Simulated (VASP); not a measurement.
# BaZrO3 (Pm-3m) in VASP: further runs

Aim: see how the results for BaZrO3 move with the level of theory and the settings. Levels: PBE, r2SCAN. Tasks: single point.

Everything below comes from runs of VASP 6.6.1. Logs are shortened: lines on timing, memory, paths and dates and some standing lists are left out, and cuts for length are marked.

## 1. The cell of the first run

Symmetry: Pm-3m, No. 221, cubic system. The conventional cell has a = 4.205 Å, b = 4.205 Å, c = 4.205 Å, α = 90.00°, β = 90.00°, γ = 90.00°. Within 3.9 Å of Ba (site symmetry m-3m) lie 12 O at 2.97 Å and 8 Zr at 3.64 Å. Zr (site symmetry m-3m) has 6 O at 2.10 Å within 2.8 Å. Within 2.8 Å of O (site symmetry 4/mmm) lie 2 Zr at 2.10 Å.

## 2. Single point, PBE

The input, INCAR:

```
PREC     = Accurate       # precision mode
ENCUT    = 520            # plane-wave cutoff, eV
EDIFF    = 1E-6           # SCF threshold, eV
ISMEAR   = 0              # smearing method
SIGMA    = 0.01           # smearing width, eV
LREAL    = False          # projectors in reciprocal space
LASPH    = True           # aspherical terms in the spheres
NELM     = 100            # most SCF steps
ALGO     = Normal         # electronic algorithm
ISIF     = 2              # what is computed and relaxed
LWAVE    = False          # write WAVECAR
LCHARG   = False          # write CHGCAR
GGA      = PE             # functional
NBANDS   = 28             # bands
```

The input, KPOINTS:

```
Automatic mesh
0
Gamma
  6 6 6
```

The input, POSCAR:

```
BaZrO3
1.0
    4.2053518218      0.0000000000      0.0000000000
    0.0000000000      4.2053518218      0.0000000000
    0.0000000000      0.0000000000      4.2053518218
Ba Zr O
1 1 3
Direct
    0.0000000000      0.0000000000      0.0000000000
    0.5000000000      0.5000000000      0.5000000000
    0.0000000000      0.5000000000      0.5000000000
    0.5000000000      0.0000000000      0.5000000000
    0.5000000000      0.5000000000      0.0000000000
```

Potentials or basis: VASP PAW PBE potentials, release 64 (Ba_sv, Zr_sv, O).

Launch:

```bash
cat potpaw_PBE.64/Ba_sv/POTCAR potpaw_PBE.64/Zr_sv/POTCAR potpaw_PBE.64/O/POTCAR > POTCAR
mpirun -np 1 vasp_std > vasp.out
```

OUTCAR:

```text
PREC = Accurate
   ENCUT = 520
   EDIFF = 1E-6
   ISMEAR = 0
   LREAL = False
   LASPH = True
   NELM = 100
   ISIF = 2
   GGA = PE

 ion  position               nearest neighbor table
   1  0.000  0.000  0.000-   3 2.97   4 2.97   5 2.97   3 2.97   4 2.97   3 2.97   5 2.97   3 2.97
                             4 2.97   5 2.97   4 2.97   5 2.97   2 3.64   2 3.64   2 3.64   2 3.64
   2  0.500  0.500  0.500-   3 2.10   4 2.10   5 2.10   5 2.10   4 2.10   3 2.10   1 3.64   1 3.64
                             1 3.64   1 3.64   1 3.64   1 3.64   1 3.64   1 3.64
   3  0.000  0.500  0.500-   2 2.10   2 2.10   1 2.97   1 2.97   1 2.97   1 2.97
   4  0.500  0.000  0.500-   2 2.10   2 2.10   1 2.97   1 2.97   1 2.97   1 2.97
   5  0.500  0.500  0.000-   2 2.10   2 2.10   1 2.97   1 2.97   1 2.97   1 2.97

  LATTYP: Found a simple cubic cell.
 ALAT       =     4.2053518218

  Lattice vectors:

 A1 = (   4.2053518218,   0.0000000000,   0.0000000000)
 A2 = (   0.0000000000,   4.2053518218,   0.0000000000)
 A3 = (   0.0000000000,   0.0000000000,   4.2053518218)

Analysis of symmetry for initial positions (statically):
=====================================================================
 Subroutine PRICEL returns:
 Original cell was already a primitive cell.

 Routine SETGRP: Setting up the symmetry group for a
 simple cubic supercell.

 Subroutine GETGRP returns: Found 48 space group operations
 (whereof 48 operations were pure point group operations)
 out of a pool of 48 trial point group operations.

The static configuration has the point symmetry O_h .

Analysis of symmetry for dynamics (positions and initial velocities):
=====================================================================
 Subroutine PRICEL returns:
 Original cell was already a primitive cell.

 Routine SETGRP: Setting up the symmetry group for a
 simple cubic supercell.

 Subroutine GETGRP returns: Found 48 space group operations
 (whereof 48 operations were pure point group operations)
 out of a pool of 48 trial point group operations.

The dynamic configuration has the point symmetry O_h .

 Subroutine INISYM returns: Found 48 space group operations
 (whereof 48 operations are pure point group operations),
 and found     1 'primitive' translations

----------------------------------------------------------------------------------------

                                     Primitive cell

  volume of cell :      74.3716

  direct lattice vectors                    reciprocal lattice vectors
     4.205351822  0.000000000  0.000000000     0.237792233  0.000000000  0.000000000
     0.000000000  4.205351822  0.000000000     0.000000000  0.237792233  0.000000000
     0.000000000  0.000000000  4.205351822     0.000000000  0.000000000  0.237792233

  length of vectors
     4.205351822  4.205351822  4.205351822     0.237792233  0.237792233  0.237792233

  position of ions in fractional coordinates (direct lattice)
     0.000000000  0.000000000  0.000000000
     0.500000000  0.500000000  0.500000000
     0.000000000  0.500000000  0.500000000
     0.500000000  0.000000000  0.500000000
     0.500000000  0.500000000  0.000000000

  ion indices of the primitive-cell ions
   primitive index   ion index
                 1           1
                 2           2
                 3           3
                 4           4
                 5           5

----------------------------------------------------------------------------------------

 KPOINTS: Automatic mesh

Automatic generation of k-mesh.
 Grid dimensions read from file:
 generate k-points for:    6    6    6

 Generating k-lattice:

  Cartesian coordinates                     Fractional coordinates (reciprocal lattice)
     0.039632039  0.000000000  0.000000000     0.166666667  0.000000000  0.000000000
     0.000000000  0.039632039  0.000000000     0.000000000  0.166666667  0.000000000
     0.000000000  0.000000000  0.039632039     0.000000000  0.000000000  0.166666667

  Length of vectors
     0.039632039  0.039632039  0.039632039

  Shift w.r.t. Gamma in fractional coordinates (k-lattice)
     0.000000000  0.000000000  0.000000000

 Subroutine IBZKPT returns following result:
 ===========================================

 Found     20 irreducible k-points:

 Following reciprocal coordinates:
            Coordinates               Weight
  0.000000  0.000000  0.000000      1.000000
  0.166667  0.000000  0.000000      6.000000
  0.333333  0.000000  0.000000      6.000000
  0.500000  0.000000  0.000000      3.000000
  0.166667  0.166667  0.000000     12.000000
  0.333333  0.166667  0.000000     24.000000
[... 12 lines left out ...]
  0.500000  0.500000  0.333333      6.000000
  0.500000  0.500000  0.500000      1.000000
   k-points           NKPTS =     20   k-points in BZ     NKDIM =     20   number of bands    NBANDS=     28
   number of dos      NEDOS =    301   number of ions     NIONS =      5
   total plane-waves  NPLWV =  32768
   dimension x,y,z NGX =    32 NGY =   32 NGZ =   32
   dimension x,y,z NGXF=    64 NGYF=   64 NGZF=   64
   ions per type =               1   1   3
   NGX,Y,Z   is equivalent  to a cutoff of  12.65, 12.65, 12.65 a.u.
   NGXF,Y,Z  is equivalent  to a cutoff of  25.30, 25.30, 25.30 a.u.
 SYSTEM =  unknown system
   PREC   = accura    normal or accurate (medium, high low for compatibility)
   ISTART =      0    job   : 0-new  1-cont  2-samecut
   ICHARG =      2    charge: 1-file 2-atom 10-const
   ISPIN  =      1    spin polarized calculation?
   LNONCOLLINEAR =      F non collinear calculations
   LSORBIT =      F    spin-orbit coupling
   LASPH  =      T    aspherical Exc in radial PAW
   ENCUT  =  520.0 eV  38.22 Ry    6.18 a.u.   7.82  7.82  7.82*2*pi/ulx,y,z
   NELM   =    100;   NELMIN=  2; NELMDL= -5     # of ELM steps
   EDIFF  = 0.1E-05   stopping-criterion for ELM
   LREAL  =      F    real-space projection
   EDIFFG = 0.1E-04   stopping-criterion for IOM
   NSW    =      0    number of steps for IOM
   IBRION =     -1    ionic relax: 0-MD 1-quasi-New 2-CG
   NFREE  =      0    steps in history (QN), initial steepest desc. (CG)
   ISIF   =      2    stress and relaxation
   ISYM   =      2    0-nonsym 1-usesym 2-fastsym
   POTIM  = 0.5000    time-step for ionic-motion
   TEBEG  =    0.0;   TEEND  =   0.0 temperature during run
   PSTRESS=    0.0 pullay stress
   NELECT =      40.0000    total number of electrons
   NUPDOWN=      -1.0000    fix difference up-down
   EMIN   =  10.00;   EMAX   =-10.00  energy-range for DOS
   EFERMI =   0.00;   METHOD = LEGACY
   ISMEAR =     0;   SIGMA  =   0.01  broadening in eV -4-tet -1-fermi 0-gaus
   EFERMI_NEDOS =   21; number of points for ismear=-14 and -15
   IALGO  =     38    algorithm
   IMIX   =      4    mixing-type and parameters
     AMIX     =   0.40;   BMIX     =  1.00
     AMIX_MAG =   1.60;   BMIX_MAG =  1.00
  volume/ion in A,a.u.               =      14.87       100.38
  Fermi-wavevector in a.u.,A,eV,Ry     =   1.331351  2.515888 24.116257  1.772495
  Thomas-Fermi vector in A             =   2.460368
   LORBIT       =      0    0 simple, 1 ext, 2 COOP (PROOUT), +10 PAW based schemes
   GGA     = PE    functional components
   LHFCALC =     F    Hartree Fock is set to
   AEXX    =    0.0000 exact exchange contribution
   IVDW    =     0    specifies the selected vdW correction
   LEPSILON=     F    determine dielectric tensor
   LRPA    =     F    only Hartree local field effects (RPA)
 non-spin polarized calculation
 Gauss-broadening in eV      SIGMA  =   0.01
  energy-cutoff  :      520.00
  volume of cell :       74.37
 maximum number of plane-waves:      2016
 NGX is ok and might be reduce to    32
   NGX = 15   NGY = 15   NGZ = 15

 number of electron      39.9999994 magnetization

 Free energy of the ion-electron system (eV)
  ---------------------------------------------------
  ext. energy  EPLUGINS =         0.00000000
  ---------------------------------------------------
  free energy    TOTEN  =       -41.70662258 eV

  energy without entropy =      -41.70662258  energy(sigma->0) =      -41.70662258

 E-fermi :   3.8148     XC(G=0): -10.7208

 val. band max:        3.7181362048   @ k =   0.5000   0.5000   0.5000
 cond. band min:       6.8852179190   @ k =   0.0000   0.0000   0.0000
 fundamental gap:      3.1670817143
 Fermi energy:         3.8148051052

 k-point     1 :       0.0000    0.0000    0.0000
  band No.  band energies     occupation
      1     -43.3637      2.00000
      2     -21.6289      2.00000
      3     -21.5113      2.00000
      4     -21.5113      2.00000
      5     -21.5113      2.00000
      6     -12.6364      2.00000
[... 20 lines left out ...]
     27      11.0594      0.00000
     28      11.0594      0.00000

 k-point     2 :       0.1667    0.0000    0.0000
  band No.  band energies     occupation
      1     -43.3629      2.00000
      2     -21.7083      2.00000
      3     -21.5097      2.00000
      4     -21.5097      2.00000
      5     -21.4783      2.00000
      6     -12.6400      2.00000
[... 20 lines left out ...]
     27      11.0603      0.00000
     28      11.8487      0.00000

 k-point     3 :       0.3333    0.0000    0.0000
  band No.  band energies     occupation
      1     -43.3614      2.00000
      2     -21.8358      2.00000
      3     -21.5064      2.00000
      4     -21.5064      2.00000
      5     -21.4388      2.00000
      6     -12.7385      2.00000
[... 20 lines left out ...]
     27      11.2732      0.00000
     28      11.4624      0.00000

 k-point     4 :       0.5000    0.0000    0.0000
  band No.  band energies     occupation
      1     -43.3606      2.00000
      2     -21.8940      2.00000
      3     -21.5048      2.00000
      4     -21.5048      2.00000
      5     -21.4224      2.00000
      6     -12.7952      2.00000
[... 454 lines left out ...]
     27      11.9162      0.00000
     28      12.5955      0.00000

 k-point    19 :       0.5000    0.5000    0.3333
  band No.  band energies     occupation
      1     -43.3551      2.00000
      2     -21.7362      2.00000
      3     -21.7362      2.00000
      4     -21.6775      2.00000
      5     -21.5143      2.00000
      6     -11.7231      2.00000
[... 20 lines left out ...]
     27      12.1740      0.00000
     28      12.9156      0.00000

 k-point    20 :       0.5000    0.5000    0.5000
  band No.  band energies     occupation
      1     -43.3543      2.00000
      2     -21.7340      2.00000
      3     -21.7340      2.00000
      4     -21.7340      2.00000
      5     -21.5057      2.00000
      6     -11.4498      2.00000
[... 20 lines left out ...]
     27      12.7961      0.00000
     28      12.7961      0.00000

------------------------ aborting loop because EDIFF is reached ----------------------------------------

  FORCE on cell =-STRESS in cart. coord.  units (eV):
  Direction    XX          YY          ZZ          XY          YZ          ZX
  --------------------------------------------------------------------------------------
  -------------------------------------------------------------------------------------
  Total        1.5840815      1.5840815      1.5840815     -0.0000000     -0.0000000     -0.0000000
  in kB       34.1256627     34.1256627     34.1256627     -0.0000000     -0.0000000     -0.0000000
  external PRESSURE =      34.1256627 kB  Pullay stress =       0.0000000 kB

 VOLUME and BASIS-vectors are now :
 -----------------------------------------------------------------------------
  energy-cutoff  :      520.00
  volume of cell :       74.37
      direct lattice vectors                 reciprocal lattice vectors
     4.205351822  0.000000000  0.000000000     0.237792233  0.000000000  0.000000000
     0.000000000  4.205351822  0.000000000     0.000000000  0.237792233  0.000000000
     0.000000000  0.000000000  4.205351822     0.000000000  0.000000000  0.237792233

 POSITION                                       TOTAL-FORCE (eV/Angst)
 -----------------------------------------------------------------------------------
      0.00000      0.00000      0.00000         0.000000      0.000000      0.000000
      2.10268      2.10268      2.10268         0.000000      0.000000      0.000000
      0.00000      2.10268      2.10268         0.000000      0.000000      0.000000
      2.10268      0.00000      2.10268         0.000000      0.000000      0.000000
      2.10268      2.10268      0.00000         0.000000      0.000000      0.000000
 -----------------------------------------------------------------------------------
    total drift:                                0.000000     -0.000000     -0.000000

  FREE ENERGIE OF THE ION-ELECTRON SYSTEM (eV)
  ---------------------------------------------------
  free  energy   TOTEN  =       -41.7066225768 eV

  energy  without entropy=      -41.7066225768  energy(sigma->0) =      -41.70662258
```

Wall time 32 s (1 thread of Intel Xeon Platinum 8488C (Sapphire Rapids), shared host); peak memory 0.2 GiB.

Results:

```
Free energy            : -41.7066 eV
Pressure               : 3.4 GPa
Band gap on the k mesh : 3.17 eV, indirect (least direct gap 3.40 eV)
```

Levels at points of the mesh, in eV from the valence-band top:
| k point | band 18 | band 19 | band 20 | band 21 | band 22 | band 23 |
| --- | --- | --- | --- | --- | --- | --- |
| (0.00, 0.00, 0.00) | -0.24 | -0.24 | -0.24 | 3.17 | 3.17 | 3.17 |
| (0.50, 0.00, 0.00) | -1.65 | -0.47 | -0.47 | 3.60 | 5.64 | 5.64 |
| (0.50, 0.50, 0.00) | -0.93 | -0.81 | -0.08 | 5.61 | 5.61 | 6.40 |
| (0.50, 0.50, 0.50) | 0.00 | 0.00 | 0.00 | 5.94 | 5.94 | 5.94 |

Caveat: spin-orbit coupling is left out, which moves the levels of the heavy elements. A k mesh can miss the band edges.

## 3. Single point, r2SCAN

POSCAR is that of step 2.

The input, INCAR.step1:

```
  PREC = Accurate
  ENCUT = 520
  ISMEAR = 0
  SIGMA = 0.01
  LREAL = F
  LASPH = T
  NELM = 100
  NBANDS = 28
  GGA = PE
  ALGO = Normal
  EDIFF = 1E-4
  LWAVE = T
  LCHARG = F
```

The input, INCAR.step2:

```
  PREC = Accurate
  ENCUT = 520
  EDIFF = 1E-7
  ISMEAR = 0
  SIGMA = 0.01
  LREAL = F
  LASPH = T
  NELM = 100
  ALGO = Normal
  ISIF = 2
  LWAVE = F
  LCHARG = F
  METAGGA = R2SCAN
  LMIXTAU = T
  NBANDS = 28
  ISTART = 1
```

KPOINTS is that of step 2.

Potentials or basis: VASP PAW PBE potentials, release 64 (Ba_sv, Zr_sv, O).

Launch:

```bash
cat potpaw_PBE.64/Ba_sv/POTCAR potpaw_PBE.64/Zr_sv/POTCAR potpaw_PBE.64/O/POTCAR > POTCAR
cp INCAR.step1 INCAR
mpirun -np 1 vasp_std > vasp.out
cp INCAR.step2 INCAR
mpirun -np 1 vasp_std > vasp.out
```

Run time: 94 s. Hardware: 1 thread of Intel Xeon Platinum 8488C (Sapphire Rapids), shared host; peak memory 0.21 GiB.

It converged, with:

- Free energy: -85.1057 eV
- Pressure: 1.0 GPa
- Band gap on the k mesh: 3.68 eV, indirect (least direct gap 3.93 eV)

Levels at points of the mesh, in eV from the valence-band top:
```csv
k point,band 16,band 17,band 18,band 19,band 20,band 21,band 22,band 23,band 24,band 25
"(0.00, 0.00, 0.00)",-1.00,-1.00,-0.26,-0.26,-0.26,3.68,3.68,3.68,5.15,5.15
"(0.50, 0.00, 0.00)",-1.71,-1.71,-1.66,-0.50,-0.50,4.11,6.16,6.16,6.93,7.25
"(0.50, 0.50, 0.00)",-2.36,-0.94,-0.94,-0.85,-0.07,6.13,6.13,6.93,7.08,8.22
"(0.50, 0.50, 0.50)",-2.55,-2.55,0.00,0.00,0.00,6.58,6.58,6.58,7.46,7.46
```

Caveat: the PAW data sets were made with another functional, which shifts forces and pressure a little; spin-orbit coupling is left out, which moves the levels of the heavy elements. A k mesh can miss the band edges.
